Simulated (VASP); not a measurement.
Crystal: Si3Ge.

```
CELL_PARAMETERS angstrom
1.94265 1.12159 6.34097
-1.94265 1.12159 6.34097
0.00000 -2.24318 6.34097
ATOMIC_POSITIONS crystal
Si 0.00134 0.00134 0.00134
Si 0.49871 0.49871 0.49871
Si 0.37501 0.37501 0.37501
Ge 0.87495 0.87495 0.87495
```

Base run:

- Program: VASP 6.6.1
- Functional: PBE
- Potentials or basis: VASP PAW PBE potentials, release 64 (Si, Ge_d)
- Cutoff: 520 eV
- k mesh: 8 × 8 × 8
- Occupations: gaussian, width 0.01 eV
- Spin: no spin polarisation

Its results: band gap on the k mesh 0.57 eV, indirect (least direct gap 1.13 eV); pressure 1.8 GPa; largest force 0.076 eV/Å.

Task: The run is repeated on the same cell with these changes: functional from PBE to r2SCAN; k mesh from 8 × 8 × 8 to 6 × 6 × 6. What comes out?

Result: Band gap on the k mesh 0.80 eV, indirect (least direct gap 1.45 eV); pressure -0.1 GPa; largest force 0.022 eV/Å.

Several settings changed at once, so the effect can't be laid on one alone.

Caveats: the PAW data sets were made with another functional, which shifts forces and pressure a little (some runs).

A k mesh can miss the band edges.
